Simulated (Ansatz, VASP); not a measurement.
In in VASP and in Ansatz

```
In
1.0
     3.33548    0.00000    0.00000
    -1.66774    2.88861    0.00000
     0.00000    0.00000    5.50914
In
2
Direct
  0.66667 0.33333 0.75000
  0.33333 0.66667 0.25000
```

Alike in both runs: task single point; functional LDA; k mesh 9 × 9 × 5; occupations fermi-dirac, width 0.05 eV; no spin polarisation.

|  | VASP | Ansatz |
| --- | --- | --- |
| version | VASP 6.6.1 | Ansatz 0.2.0 |
| potentials or method | VASP PAW LDA potentials, release 64 (In_d), cutoff 520 eV | all-electron LAPW, scalar-relativistic |

VASP gave:

```
gap on the k mesh at the Fermi level (eV)                     : none
pressure (GPa)                                                : -2.9
traceless stress, the component that is largest in VASP (GPa) : 0.05
```

Question: Which values does Ansatz return?

Answer: gap on the k mesh at the Fermi level (eV): none; pressure (GPa): -2.9; traceless stress, the component that is largest in VASP (GPa): 0.12.

LDA's correlation is that of Perdew and Zunger in VASP and of Perdew and Wang (1992) in Ansatz. A gap of «none» marks a metal or a gap that the smearing closes. Ansatz ran all-electron here, and VASP with PAW potentials.
